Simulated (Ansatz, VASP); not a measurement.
# BP: VASP beside Ansatz

Contents of INCAR:

```
SYSTEM = BP
PREC = Accurate
ENCUT = 500
EDIFF = 1E-6
ISMEAR = -1
SIGMA = 0.05
LREAL = .False.
LASPH = .True.
NELM = 120
ALGO = Normal
ISIF = 2
LWAVE = .False.
LCHARG = .False.
GGA = LIBXC
LIBXC1 = GGA_X_B88
LIBXC2 = GGA_C_PBE
NBANDS = 11
GGA_COMPAT = .False.
```

KPOINTS

```
Automatic mesh
0
Gamma
  10 10 10
  0 0 0
```

The input POSCAR:

```
BP
1.0
    0.0000000000      2.2537713532      2.2537713532
    2.2537713532      0.0000000000      2.2537713532
    2.2537713532      2.2537713532      0.0000000000
P B
1 1
Direct
    0.7500000000      0.7500000000      0.7500000000
    0.0000000000      0.0000000000      0.0000000000
```

Contents of input.yaml:

```yaml
crystal:
  lattice:
    - [0.0, 2.2537713532, 2.2537713532]
    - [2.2537713532, 0.0, 2.2537713532]
    - [2.2537713532, 2.2537713532, 0.0]
  atoms:
    - { symbol: P, position: [0.75, 0.75, 0.75] }
    - { symbol: B, position: [0.0, 0.0, 0.0] }
hamiltonian:
  xc: { exchange: b88, correlation: pbe }
  pseudopotentials: { kind: paw }
kpoints:
  mp_grid: { grid: [10, 10, 10] }
scf:
  occupations: { method: fermi_dirac, width: 0.05 }
output:
  forces: true
  stress: true
  eigenvalues: true
  write_density: true
  write_potential: true
  elf: true
  volumetric_format: npy
```

Alike in both runs: task single point; functional b88 exchange, pbe correlation; k mesh 10 × 10 × 10; occupations fermi-dirac, width 0.05 eV; no spin polarisation.

|  | VASP | Ansatz |
| --- | --- | --- |
| version | VASP 6.6.1 | Ansatz 0.2.0 |
| potentials or method | VASP PAW PBE potentials, release 64 (P, B) | Ansatz PAW |
| plane-wave cutoff (eV) | 500 | 420 |
| valence electrons in the cell | 8 | 8 |

```csv
,VASP,Ansatz,Ansatz less VASP
gap on the k mesh at the Fermi level (eV),1.22,1.22,+0.002
least direct gap on the mesh (eV),3.45,3.45,+0.001
pressure (GPa),4.7,4.9,+0.28
```

VASP's potentials were made for PBE, not for b88 exchange, pbe correlation.
